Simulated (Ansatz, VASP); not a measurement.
# Ge5Pd: VASP beside Ansatz

```xyz
6
Lattice="3.1708 0.0000 0.0000 -1.5854 2.7460 0.0000 0.0000 0.0000 16.0230" Properties=species:S:1:pos:R:3 pbc="T T T"
Ge    1.5854    0.9153   13.3784
Ge    0.0000    0.0000   10.6925
Ge    1.5854    0.9153    8.0115
Ge    0.0000    0.0000    5.3305
Ge    1.5854    0.9153    2.6446
Pd    0.0000    0.0000    0.0000
```

Change from the starting cell: species swapped into the Mg5Cd type (P-6m2, No. 187).

Alike in both runs: task single point; functional PBE; k mesh 6 × 6 × 1; occupations gaussian, width 0.1 eV; no spin polarisation.

|  | VASP | Ansatz |
| --- | --- | --- |
| version | VASP 6.6.1 | Ansatz 0.2.0 |
| potentials or method | VASP PAW PBE potentials, release 64 (Ge_d, Pd), cutoff 520 eV | scalar-relativistic, plane waves, PAW |
| valence electrons in the cell | 80 | 88 |

|  | VASP | Ansatz | Ansatz less VASP |
| --- | --- | --- | --- |
| gap on the k mesh at the Fermi level (eV) | none | none | - |
| pressure (GPa) | -10.4 | -10.4 | -0.02 |
| traceless stress, the component that is largest in VASP (GPa) | -1.06 | -1.06 | +0.005 |
| rms of the force components (eV/Å) | 0.288 | 0.287 | -0.0008 |

Atom by atom the forces differ by 0.001 eV/Å (rms over components). A gap of «none» marks a metal or a gap that the smearing closes. VASP's potentials hold 80 valence electrons a cell and Ansatz's 88, so a difference there can come from the potentials and not from the codes.

The k mesh is coarse, so the values compare programs but aren't converged.
